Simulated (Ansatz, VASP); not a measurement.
# Two plane-wave programs on NiO2

Contents of INCAR:

```
PREC     = Accurate       # precision mode
ENCUT    = 600            # plane-wave cutoff, eV
EDIFF    = 1E-6           # SCF threshold, eV
ISMEAR   = 0              # smearing method
SIGMA    = 0.02           # smearing width, eV
LREAL    = F              # projectors in reciprocal space
LASPH    = T              # aspherical terms in the spheres
NELM     = 100            # most SCF steps
ALGO     = Normal         # electronic algorithm
ISIF     = 3              # what is computed and relaxed
LWAVE    = F              # write WAVECAR
LCHARG   = F              # write CHGCAR
GGA      = CA             # functional
IBRION   = 2              # ionic algorithm
NSW      = 70             # ionic steps
EDIFFG   = -0.005         # ionic threshold
```

KPOINTS

```
regular mesh
0
Gamma
  12 12 12
```

POSCAR

```
NiO2
1.0
    1.4053036779      0.8113524567      4.8145016877
   -1.4053036779      0.8113524567      4.8145016877
    0.0000000000     -1.6227049135      4.8145016877
Ni O
1 2
Direct
    0.0000000000      0.0000000000      0.0000000000
    0.6012961353      0.6012961353      0.6012961353
    0.3987038647      0.3987038647      0.3987038647
```

Input for Ansatz:

```yaml
crystal:
  lattice:
    - [1.4053036779, 0.8113524567, 4.8145016877]
    - [-1.4053036779, 0.8113524567, 4.8145016877]
    - [0.0, -1.6227049135, 4.8145016877]
  atoms:
    - { symbol: Ni, position: [0.0, 0.0, 0.0] }
    - { symbol: O, position: [0.6012961353, 0.6012961353, 0.6012961353] }
    - { symbol: O, position: [0.3987038647, 0.3987038647, 0.3987038647] }
basis:
  ecutwfc: 420
kpoints:
  mp_grid: { grid: [12, 12, 12] }
hamiltonian:
  xc: lda
scf:
  occupations: { method: gaussian, width: 0.02 }
output:
  forces: true
  stress: true
  eigenvalues: true
relax:
  adjacent_minimum: "off"
  f_tol: 0.005
  max_steps: 50
  cell: { stress_tol: 0.05 }
```

Alike in both runs: task relaxation of cell and atoms; functional LDA; k mesh 12 × 12 × 12; occupations gaussian, width 0.02 eV; no spin polarisation.

|  | VASP | Ansatz |
| --- | --- | --- |
| version | VASP 6.6.1 | Ansatz 0.2.0 |
| potentials or method | VASP PAW LDA potentials, release 64 (Ni, O), cutoff 600 eV | scalar-relativistic, plane waves, PAW |
| valence electrons in the cell | 22 | 30 |

|  | VASP | Ansatz | Ansatz less VASP |
| --- | --- | --- | --- |
| gap on the k mesh at the Fermi level, each at its own relaxed structure (eV) | 0.83 | 0.91 | +0.082 |
| relaxed volume (Å³/atom) | 10.19 | 10.35 | +0.162 |
| relaxed cell length with the largest relative difference (Å) | 4.896 | 4.977 | +0.0817 |

LDA's correlation is that of Perdew and Zunger in VASP and of Perdew and Wang (1992) in Ansatz. VASP's potentials hold 22 valence electrons a cell and Ansatz's 30, so a difference there can come from the potentials and not from the codes.
